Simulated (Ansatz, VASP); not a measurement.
**One calculation of Ca, two programs**

File INCAR:

```
SYSTEM = Ca
ALGO = Normal
EDIFF = 1E-6
ENCUT = 520
GGA = PS
ISIF = 2
ISMEAR = -1
LASPH = .TRUE.
LCHARG = .FALSE.
LREAL = .FALSE.
LWAVE = .FALSE.
NBANDS = 11
NELM = 60
PREC = Accurate
SIGMA = 0.05
```

Contents of KPOINTS:

```
k-points
0
G
  11 11 11
  0 0 0
```

The input POSCAR:

```
Ca
1.0
    0.0000000000      2.7848547797      2.7848547797
    2.7848547797      0.0000000000      2.7848547797
    2.7848547797      2.7848547797      0.0000000000
Ca
1
Direct
    0.0000000000      0.0000000000      0.0000000000
```

Input for Ansatz:

```yaml
crystal:
  lattice:
    - [0.0, 2.7848547797, 2.7848547797]
    - [2.7848547797, 0.0, 2.7848547797]
    - [2.7848547797, 2.7848547797, 0.0]
  atoms:
    - { symbol: Ca, position: [0.0, 0.0, 0.0] }
kpoints:
  mp_grid: { grid: [11, 11, 11] }
  band_path:
    path:
      - [0.0, 0.0, 0.0]
      - [0.5, 0.0, 0.5]
      - [0.625, 0.25, 0.625]
      - [0.375, 0.375, 0.75]
      - [0.0, 0.0, 0.0]
      - [0.5, 0.5, 0.5]
      - [0.5, 0.25, 0.75]
      - [0.5, 0.0, 0.5]
    npoints: 5
scf:
  occupations: { method: fermi_dirac, width: 0.05 }
hamiltonian:
  xc: pbesol
  pseudopotentials: { kind: all_electron, lapw: { basis_error: 0.001 } }
output:
  forces: true
  stress: true
  eigenvalues: true
```

Change from the starting cell: volume scaled by 0.99.

Alike in both runs: task single point; functional PBEsol; k mesh 11 × 11 × 11; occupations fermi-dirac, width 0.05 eV; no spin polarisation.

```csv
,VASP,Ansatz
version,VASP 6.6.1,Ansatz 0.2.0
potentials or method,"VASP PAW PBE potentials, release 64 (Ca_sv), cutoff 520 eV","all-electron LAPW, scalar-relativistic"
```

|  | VASP | Ansatz | Ansatz less VASP |
| --- | --- | --- | --- |
| pressure (GPa) | -1.0 | -1.0 | +0.01 |

VASP's potentials were made for PBE, not for PBEsol. Ansatz ran all-electron here, and VASP with PAW potentials.
